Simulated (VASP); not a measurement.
# B (P4/mmm) in VASP: relaxation of cell and atoms with PBE

Aim: the relaxation of cell and atoms of B with PBE.

Everything below comes from runs of VASP 6.6.1. Logs are shortened: lines on timing, memory, paths and dates and some standing lists are left out, and cuts for length are marked.

### 1 The cell of the first run

Symmetry: P4/mmm, No. 123, tetragonal system. The conventional cell has a = 2.044 Å, b = 2.044 Å, c = 2.377 Å, α = 90.00°, β = 90.00°, γ = 90.00°. Within 1.6 Å of B (site symmetry 4mm) lie 2 B at 1.17 to 1.21 Å.

The cell was generated, and may not be a known phase.

### 2 Relaxation of cell and atoms, PBE

The input, INCAR:

```
SYSTEM = B
ALGO = Normal
EDIFF = 1E-7
EDIFFG = -0.04
ENCUT = 1230
GGA = PE
GGA_COMPAT = .False.
IBRION = 2
ISIF = 3
ISMEAR = 0
LASPH = .True.
LCHARG = .False.
LREAL = .False.
LWAVE = .False.
NELM = 120
NELMIN = 4
NSW = 90
PREC = Accurate
SIGMA = 0.1
```

The input, KPOINTS:

```
k-points
0
Gamma
  8 8 8
  0 0 0
```

The input, POSCAR:

```
B
1.0
    2.0444320500      0.0000000000      0.0000000000
    0.0000000000      2.0444320500      0.0000000000
    0.0000000000      0.0000000000      2.3765545600
B
2
Direct
    0.5000000000      0.5000000000      0.7463208400
    0.5000000000      0.5000000000      0.2536791600
```

Potentials or basis: VASP PAW PBE potentials, release 64 (B_h).

Run with:

```bash
> cat potpaw_PBE.64/B_h/POTCAR > POTCAR
> mpirun -np 1 vasp_std > vasp.out
```

OUTCAR:

```text
SYSTEM = B
   EDIFF = 1E-7
   EDIFFG = -0.04
   ENCUT = 1230
   GGA = PE
   IBRION = 2
   ISIF = 3
   ISMEAR = 0
   LASPH = .True.
   LREAL = .False.
   NELM = 120
   NELMIN = 4
   NSW = 90
   PREC = Accurate

 ion  position               nearest neighbor table
   1  0.500  0.500  0.746-   2 1.17   2 1.21
   2  0.500  0.500  0.254-   1 1.17   1 1.21

  LATTYP: Found a simple tetragonal cell.
 ALAT       =     2.0444320500
 C/A-ratio  =     1.1624522126

  Lattice vectors:

 A1 = (   2.0444320500,   0.0000000000,   0.0000000000)
 A2 = (   0.0000000000,   2.0444320500,   0.0000000000)
 A3 = (   0.0000000000,   0.0000000000,   2.3765545600)

Analysis of symmetry for initial positions (statically):
=====================================================================
 Subroutine PRICEL returns:
 Original cell was already a primitive cell.

 Routine SETGRP: Setting up the symmetry group for a
 simple tetragonal supercell.

 Subroutine GETGRP returns: Found 16 space group operations
 (whereof 16 operations were pure point group operations)
 out of a pool of 16 trial point group operations.

The static configuration has the point symmetry D_4h.

Analysis of symmetry for dynamics (positions and initial velocities):
=====================================================================
 Subroutine PRICEL returns:
 Original cell was already a primitive cell.

 Routine SETGRP: Setting up the symmetry group for a
 simple tetragonal supercell.

 Subroutine GETGRP returns: Found 16 space group operations
 (whereof 16 operations were pure point group operations)
 out of a pool of 16 trial point group operations.

The dynamic configuration has the point symmetry D_4h.

 Subroutine INISYM returns: Found 16 space group operations
 (whereof 16 operations are pure point group operations),
 and found     1 'primitive' translations

----------------------------------------------------------------------------------------

                                     Primitive cell

  volume of cell :       9.9333

  direct lattice vectors                    reciprocal lattice vectors
     2.044432050  0.000000000  0.000000000     0.489133400  0.000000000  0.000000000
     0.000000000  2.044432050  0.000000000     0.000000000  0.489133400  0.000000000
     0.000000000  0.000000000  2.376554560     0.000000000  0.000000000  0.420777211

  length of vectors
     2.044432050  2.044432050  2.376554560     0.489133400  0.489133400  0.420777211

  position of ions in fractional coordinates (direct lattice)
     0.500000000  0.500000000  0.746320840
     0.500000000  0.500000000  0.253679160

  ion indices of the primitive-cell ions
   primitive index   ion index
                 1           1
                 2           2

----------------------------------------------------------------------------------------

 KPOINTS: k-points

Automatic generation of k-mesh.
 Grid dimensions read from file:
 generate k-points for:    8    8    8

 Generating k-lattice:

  Cartesian coordinates                     Fractional coordinates (reciprocal lattice)
     0.061141675  0.000000000  0.000000000     0.125000000  0.000000000  0.000000000
     0.000000000  0.061141675  0.000000000     0.000000000  0.125000000  0.000000000
     0.000000000  0.000000000  0.052597151     0.000000000  0.000000000  0.125000000

  Length of vectors
     0.061141675  0.061141675  0.052597151

  Shift w.r.t. Gamma in fractional coordinates (k-lattice)
     0.000000000  0.000000000  0.000000000

 Subroutine IBZKPT returns following result:
 ===========================================

 Found     75 irreducible k-points:

 Following reciprocal coordinates:
            Coordinates               Weight
  0.000000  0.000000  0.000000      1.000000
  0.125000  0.000000  0.000000      4.000000
  0.250000  0.000000  0.000000      4.000000
  0.375000  0.000000  0.000000      4.000000
  0.500000  0.000000  0.000000      2.000000
  0.125000  0.125000  0.000000      4.000000
[... 16 lines left out ...]
  0.375000  0.125000  0.125000     16.000000
  0.500000  0.125000  0.125000      8.000000
 [... further k-points ...]
   k-points           NKPTS =     75   k-points in BZ     NKDIM =     75   number of bands    NBANDS=      7
   number of dos      NEDOS =    301   number of ions     NIONS =      2
   total plane-waves  NPLWV =  16128
   dimension x,y,z NGX =    24 NGY =   24 NGZ =   28
   dimension x,y,z NGXF=    48 NGYF=   48 NGZF=   56
   ions per type =               2
   NGX,Y,Z   is equivalent  to a cutoff of  19.52, 19.52, 19.59 a.u.
   NGXF,Y,Z  is equivalent  to a cutoff of  39.03, 39.03, 39.17 a.u.
 SYSTEM =  B
   PREC   = accura    normal or accurate (medium, high low for compatibility)
   ISTART =      0    job   : 0-new  1-cont  2-samecut
   ICHARG =      2    charge: 1-file 2-atom 10-const
   ISPIN  =      1    spin polarized calculation?
   LNONCOLLINEAR =      F non collinear calculations
   LSORBIT =      F    spin-orbit coupling
   LASPH  =      T    aspherical Exc in radial PAW
   ENCUT  = 1230.0 eV  90.40 Ry    9.51 a.u.   5.85  5.85  6.80*2*pi/ulx,y,z
   NELM   =    120;   NELMIN=  4; NELMDL= -5     # of ELM steps
   EDIFF  = 0.1E-06   stopping-criterion for ELM
   LREAL  =      F    real-space projection
   EDIFFG = -.4E-01   stopping-criterion for IOM
   NSW    =     90    number of steps for IOM
   IBRION =      2    ionic relax: 0-MD 1-quasi-New 2-CG
   NFREE  =      1    steps in history (QN), initial steepest desc. (CG)
   ISIF   =      3    stress and relaxation
   ISYM   =      2    0-nonsym 1-usesym 2-fastsym
   POTIM  = 0.5000    time-step for ionic-motion
   TEBEG  =    0.0;   TEEND  =   0.0 temperature during run
   PSTRESS=    0.0 pullay stress
   NELECT =       6.0000    total number of electrons
   NUPDOWN=      -1.0000    fix difference up-down
   EMIN   =  10.00;   EMAX   =-10.00  energy-range for DOS
   EFERMI =   0.00;   METHOD = LEGACY
   ISMEAR =     0;   SIGMA  =   0.10  broadening in eV -4-tet -1-fermi 0-gaus
   EFERMI_NEDOS =   21; number of points for ismear=-14 and -15
   IALGO  =     38    algorithm
   IMIX   =      4    mixing-type and parameters
     AMIX     =   0.40;   BMIX     =  1.00
     AMIX_MAG =   1.60;   BMIX_MAG =  1.00
  volume/ion in A,a.u.               =       4.97        33.52
  Fermi-wavevector in a.u.,A,eV,Ry     =   1.383867  2.615128 26.056334  1.915087
  Thomas-Fermi vector in A             =   2.508424
   LORBIT       =      0    0 simple, 1 ext, 2 COOP (PROOUT), +10 PAW based schemes
   GGA     = PE    functional components
   LHFCALC =     F    Hartree Fock is set to
   AEXX    =    0.0000 exact exchange contribution
   IVDW    =     0    specifies the selected vdW correction
   LEPSILON=     F    determine dielectric tensor
   LRPA    =     F    only Hartree local field effects (RPA)
 conjugate gradient relaxation of ions
 non-spin polarized calculation
 Gauss-broadening in eV      SIGMA  =   0.10
  energy-cutoff  :     1230.00
  volume of cell :        9.93
 maximum number of plane-waves:      1000
 NGX is ok and might be reduce to    24
   NGX = 11   NGY = 11   NGZ = 13

--------------------------------------- Ionic step        1  -------------------------------------------

 number of electron       6.0000000 magnetization

 Free energy of the ion-electron system (eV)
  ---------------------------------------------------
  ext. energy  EPLUGINS =         0.00000000
  ---------------------------------------------------
  free energy    TOTEN  =        -3.19290859 eV

  energy without entropy =       -3.19084650  energy(sigma->0) =       -3.19187755

------------------------ aborting loop because EDIFF is reached ----------------------------------------

  FORCE on cell =-STRESS in cart. coord.  units (eV):
  Direction    XX          YY          ZZ          XY          YZ          ZX
  --------------------------------------------------------------------------------------
  -------------------------------------------------------------------------------------
  Total        2.2553999      2.2553999     62.6827183      0.0000000     -0.0000000     -0.0000000
  in kB      363.7818111    363.7818111  10110.3282061      0.0000000     -0.0000000     -0.0000000
  external PRESSURE =    3612.6306095 kB  Pullay stress =       0.0000000 kB
[... 581 lines left out ...]
 k-point    24 :       0.5000    0.1250    0.1250
  band No.  band energies     occupation
      1       1.9805      2.00000
      2       4.3074      2.00000
      3       8.2432      2.00000
      4       8.4184      2.00000
      5      16.1211      0.00000
      6      20.2219      0.00000
      7      25.8546      0.00000

 [... further k-points ...]

[... ionic steps 4 to 34 ...]

--------------------------------------- Ionic step       35  -------------------------------------------

 number of electron       6.0000000 magnetization

------------------------ aborting loop because EDIFF is reached ----------------------------------------

  FORCE on cell =-STRESS in cart. coord.  units (eV):
  Direction    XX          YY          ZZ          XY          YZ          ZX
  --------------------------------------------------------------------------------------
  -------------------------------------------------------------------------------------
  Total       -0.1494340     -0.1494340     -0.1373071      0.0000000      0.0000000      0.0000000
  in kB      -17.7115976    -17.7115976    -16.2742658      0.0000000      0.0000000      0.0000000
  external PRESSURE =     -17.2324870 kB  Pullay stress =       0.0000000 kB
[... 57 lines left out ...]
  energy  without entropy=      -11.1978185569  energy(sigma->0) =      -11.19941678

--------------------------------------- Ionic step       37  -------------------------------------------

 number of electron       6.0000000 magnetization

 Free energy of the ion-electron system (eV)
  ---------------------------------------------------
  ext. energy  EPLUGINS =         0.00000000
  ---------------------------------------------------
  free energy    TOTEN  =       -11.20133026 eV

  energy without entropy =      -11.19816208  energy(sigma->0) =      -11.19974617

 E-fermi :   8.8663     XC(G=0): -12.5252

 val. band max:        8.8315880768   @ k =   0.2500   0.0000   0.2500
 cond. band min:       8.9049030132   @ k =   0.3750   0.1250   0.3750
 fundamental gap:      0.0733149365
 Fermi energy:         8.8662747883

 k-point     1 :       0.0000    0.0000    0.0000
  band No.  band energies     occupation
      1      -6.7764      2.00000
      2       0.9506      2.00000
      3       3.8691      2.00000
      4      21.5040      0.00000
      5      21.5040      0.00000
      6      24.8676      0.00000
      7      26.1562      0.00000
[... 259 lines left out ...]
  FREE ENERGIE OF THE ION-ELECTRON SYSTEM (eV)
  ---------------------------------------------------
  free  energy   TOTEN  =       -11.2013302637 eV

  energy  without entropy=      -11.1981620789  energy(sigma->0) =      -11.19974617

 reached required accuracy - stopping structural energy minimisation
```

Wall time 2.4 min (1 thread of AMD EPYC 9R45 (Zen 5), shared host); peak memory 0.11 GiB.

What came out:

```yaml
Free_energy: -11.2013 eV
Relaxed_volume: 6.70 Å³/atom
Relaxed_cell: a = 1.921 Å, b = 1.921 Å, c = 3.635 Å, α = 90.00°, β = 90.00°, γ = 90.00°
Space_group_after_relaxing_to_0.1_Å: P4/mmm (No. 123)
Energy_gained_by_relaxing: 4004.2 meV/atom
Ionic_steps: 37
Pressure_after_relaxing: 0.2 GPa
Largest_force_after_relaxing: 0.015 eV/Å
Band_gap_on_the_k_mesh: zero (bands 3 and 4 overlap by 10.03 eV)
```

Forces in eV/Å, atoms in the order of the input:
```
B    0.000  0.000  0.015
B    0.000  0.000 -0.015
```

Step by step:
| step | energy change (eV) | largest force (eV/Å) | pressure (GPa) | volume (Å³) |
| --- | --- | --- | --- | --- |
| 1 | 0.0000 | 4.4806 | 361.26 | 9.93 |
| 2 | -5.8597 | 1.5438 | -34.09 | 27.74 |
| 3 | -6.0536 | 1.3744 | -34.63 | 26.39 |
| 4 | -6.2029 | 1.1369 | -34.68 | 25.28 |
| 5 | -6.5864 | 3.2369 | -19.50 | 19.45 |
| 6 | -6.5641 | 0.9576 | -27.47 | 21.45 |
| 7 | -6.5806 | 1.3453 | -26.35 | 21.04 |
| 8 | -7.5412 | 0.6460 | -14.30 | 16.86 |
| 9 | -7.5424 | 0.6381 | -15.65 | 16.99 |
| 10 | -7.6363 | 0.8817 | 12.83 | 14.62 |
| 11 | -7.6642 | 0.2718 | 2.15 | 15.31 |
| 12 | -7.6976 | 0.7489 | -1.13 | 15.35 |
| 13 | -7.6986 | 0.8393 | -1.67 | 15.35 |
| 14 | -7.7217 | 0.6845 | -4.13 | 15.31 |
| 15 | -7.7595 | 0.2347 | -9.05 | 15.17 |
| 16 | -7.7622 | 0.0426 | -11.32 | 15.11 |
| 17 | -7.7918 | 0.0303 | -5.99 | 14.49 |
| 18 | -7.8202 | 0.1798 | 8.61 | 13.25 |
| 19 | -7.8210 | 0.1685 | 5.57 | 13.46 |
| 20 | -7.8498 | 0.3338 | 9.02 | 13.12 |
| 21 | -7.8929 | 0.3400 | 15.93 | 12.62 |
| 22 | -7.7299 | 1.5453 | 46.13 | 11.62 |
| 23 | -7.8937 | 0.3956 | 17.96 | 12.53 |
| 24 | -7.8778 | 0.0541 | 29.33 | 12.07 |
| 25 | -7.8976 | 0.3692 | 20.76 | 12.40 |
| 26 | -7.9125 | 0.1993 | 22.06 | 12.35 |
| 27 | -7.9157 | 0.0190 | 23.09 | 12.31 |
| 28 | -7.9336 | 0.0348 | 19.94 | 12.43 |
| 29 | -7.9742 | 0.0757 | 11.20 | 12.81 |
| 30 | -8.0010 | 0.1296 | -3.47 | 13.60 |
| 31 | -8.0016 | 0.1238 | -1.74 | 13.49 |
| 32 | -8.0054 | 0.1069 | -1.75 | 13.50 |
| 33 | -8.0075 | 0.0851 | -1.72 | 13.51 |
| 34 | -8.0076 | 0.0786 | -1.72 | 13.52 |
| 35 | -8.0076 | 0.0767 | -1.72 | 13.52 |
| 36 | -8.0081 | 0.0545 | -1.03 | 13.48 |
| 37 | -8.0084 | 0.0154 | 0.16 | 13.41 |

Final structure:
```
B
1.0
     1.92076    0.00000    0.00000
     0.00000    1.92076    0.00000
     0.00000    0.00000    3.63453
B
2
Direct
  0.50000 0.50000 0.74981
  0.50000 0.50000 0.25019
```

Levels at points of the mesh, in eV from the Fermi level:
```tsv
k point	band 1	band 2	band 3	band 4	band 5	band 6
(0.00, 0.00, 0.00)	-15.64	-7.92	-5.00	12.64	12.64	16.00
(0.50, 0.00, 0.00)	-8.18	-6.61	-2.19	-0.97	5.03	8.58
(0.50, 0.50, 0.00)	-2.23	-2.23	2.66	3.28	4.04	4.04
(0.00, 0.00, 0.50)	-13.40	-13.39	4.70	4.73	14.54	14.56
(0.50, 0.00, 0.50)	-5.68	-5.66	-5.01	-5.00	11.24	11.27
(0.50, 0.50, 0.50)	0.10	0.10	0.11	0.11	2.97	2.99
```

Caveat: the k points lie up to 0.41 Å⁻¹ apart in the final cell, too coarse for converged energies and pressures of a metal; the volume moved by over 15 % at a fixed basis, so the end points are rough.

The gap in the log of VASP goes by the Fermi energy; the results here count the filled bands.